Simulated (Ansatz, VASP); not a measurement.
# One calculation of GaMo, two programs

```
CELL_PARAMETERS angstrom
0.00000 2.84429 2.84429
2.84429 0.00000 2.84429
2.84429 2.84429 0.00000
ATOMIC_POSITIONS crystal
Ga 0.75000 0.75000 0.75000
Mo 0.00000 0.00000 0.00000
```

Change from the starting cell: species swapped into the BN type (F-43m, No. 216).

Alike in both runs: functional PBE; k mesh 7 × 7 × 7; occupations gaussian, width 0.2 eV; no spin polarisation.

Ansatz relaxed the structure, and its values are those at the end. VASP's run is a single point on that final structure, the one shown.

|  | VASP | Ansatz |
| --- | --- | --- |
| version | VASP 6.6.1 | Ansatz 0.2.0 |
| potentials or method | VASP PAW PBE potentials, release 64 (Ga_d, Mo_sv), cutoff 520 eV | scalar-relativistic, plane waves, PAW |
| valence electrons in the cell | 27 | 27 |

```tsv
	VASP	Ansatz	Ansatz less VASP
gap on the k mesh at the Fermi level (eV)	none	none	-
pressure (GPa)	1.0	0.8	-0.25
```

A gap of «none» marks a metal or a gap that the smearing closes.
